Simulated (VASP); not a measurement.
Crystal: BN.

```xyz
2
Lattice="1.2511 0.7223 3.3729 -1.2511 0.7223 3.3729 0.0000 -1.4447 3.3729" Properties=species:S:1:pos:R:3 pbc="T T T"
B     0.0000    0.0000   10.1155
N     0.0000    0.0000    3.3672
```

Base run:

- Program: VASP 6.6.1
- Functional: PBEsol
- Potentials or basis: VASP PAW PBE potentials, release 64 (B, N)
- Cutoff: 600 eV
- k mesh: 9 × 9 × 9
- Occupations: gaussian, width 0.01 eV
- Spin: no spin polarisation

Its results: band gap on the k mesh 4.28 eV, indirect (least direct gap 4.63 eV); pressure 0.9 GPa.

The run is repeated on the same cell with these changes: k mesh from 9 × 9 × 9 to 5 × 5 × 5. What comes out?

Band gap on the k mesh 4.65 eV, indirect (least direct gap 5.06 eV); pressure 0.9 GPa.

Caveats: some runs use coarse meshes; the PAW data sets were made with another functional, which shifts forces and pressure a little.

A k mesh can miss the band edges.
